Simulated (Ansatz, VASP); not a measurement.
Two plane-wave programs on BaTiO3

```
Ba Ti O
1.0
     2.82767    1.63255    2.31773
    -2.82767    1.63255    2.31773
     0.00000   -3.26511    2.31773
Ba Ti O
1 1 3
Direct
  0.03347 0.98847 0.00184
  0.50610 0.52748 0.53723
  0.48625 0.49715 0.97115
  0.47409 0.98642 0.47201
  0.97879 0.47918 0.49647
```

Alike in both runs: task single point; functional PBE; k mesh 7 × 7 × 7; occupations fermi-dirac, width 0.05 eV; no spin polarisation.

|  | VASP | Ansatz |
| --- | --- | --- |
| version | VASP 6.6.1 | Ansatz 0.2.0 |
| potentials or method | VASP PAW PBE potentials, release 64 (Ba_sv, Ti_sv, O), cutoff 520 eV | Ansatz PAW |
| valence electrons in the cell | 40 | 40 |

VASP gave:

| Property | Result |
| --- | --- |
| gap on the k mesh at the Fermi level (eV) | 2.75 |
| least direct gap on the mesh (eV) | 3.30 |
| pressure (GPa) | 11.4 |
| traceless stress, the component that is largest in VASP (GPa) | -4.71 |
| rms of the force components (eV/Å) | 0.830 |

Task: What did Ansatz give for the same quantities?

Result: gap on the k mesh at the Fermi level (eV): 2.78; least direct gap on the mesh (eV): 3.32; pressure (GPa): 9.4; traceless stress, the component that is largest in VASP (GPa): -4.50; rms of the force components (eV/Å): 0.773.

Atom by atom the forces differ by 0.067 eV/Å (rms over components).

Neither program's run includes spin-orbit coupling. Noted on Ansatz's run: odd divisions of the mesh miss points on the zone boundary, where band edges often lie, so the gap on the mesh can be too wide.
